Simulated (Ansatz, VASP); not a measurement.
KI: VASP beside Ansatz

The input INCAR:

```
SYSTEM = KI
PREC     = Accurate       ! precision mode
ENCUT    = 520            ! plane-wave cutoff, eV
EDIFF    = 1E-6           ! SCF threshold, eV
ISMEAR   = 0              ! smearing method
SIGMA    = 0.05           ! smearing width, eV
LREAL    = .False.        ! projectors in reciprocal space
LASPH    = .True.         ! aspherical terms in the spheres
NELM     = 100            ! most SCF steps
ALGO     = Normal         ! electronic algorithm
ISIF     = 2              ! what is computed and relaxed
LWAVE    = .False.        ! write WAVECAR
LCHARG   = .False.        ! write CHGCAR
GGA      = PE             ! functional
NBANDS   = 15             ! bands
```

The input KPOINTS:

```
regular mesh
0
Gamma
  6 6 6
  0 0 0
```

POSCAR

```
KI
1.0
    4.4121385567      0.0000000000      0.0000000000
    0.0000000000      4.4121385567      0.0000000000
    0.0000000000      0.0000000000      4.0591674722
K I
1 1
Direct
    0.0000000000      0.0000000000      0.0000000000
    0.5000000000      0.5000000000      0.5000000000
```

Input for Ansatz:

```yaml
crystal:
  lattice:
    - [4.4121385567, 0.0, 0.0]
    - [0.0, 4.4121385567, 0.0]
    - [0.0, 0.0, 4.0591674722]
  atoms:
    - { symbol: K, position: [0.0, 0.0, 0.0] }
    - { symbol: I, position: [0.5, 0.5, 0.5] }
basis:
  ecutwfc: 420
kpoints:
  mp_grid: { grid: [6, 6, 6] }
hamiltonian:
  xc: pbe
scf:
  occupations: { method: gaussian, width: 0.05 }
output:
  forces: true
  stress: true
  eigenvalues: true
```

Alike in both runs: task single point; functional PBE; k mesh 6 × 6 × 6; occupations gaussian, width 0.05 eV; no spin polarisation.

```csv
,VASP,Ansatz
version,VASP 6.6.1,Ansatz 0.2.0
potentials or method,"VASP PAW PBE potentials, release 64 (K_sv, I), cutoff 520 eV","scalar-relativistic, plane waves, PAW"
valence electrons in the cell,16,26
```

Ansatz gave:

- gap on the k mesh at the Fermi level (eV): 2.91
- least direct gap on the mesh (eV): 3.19
- pressure (GPa): 0.5
- traceless stress, the component that is largest in VASP (GPa): 1.78

**Question.** Estimate VASP's values.

**Answer.** gap on the k mesh at the Fermi level (eV): 2.91; least direct gap on the mesh (eV): 3.19; pressure (GPa): 0.6; traceless stress, the component that is largest in VASP (GPa): 1.78.

With one functional, cell and mesh, what is left measures potentials, basis and numerics. VASP's potentials hold 16 valence electrons a cell and Ansatz's 26, so a difference there can come from the potentials and not from the codes.

Neither program's run includes spin-orbit coupling.
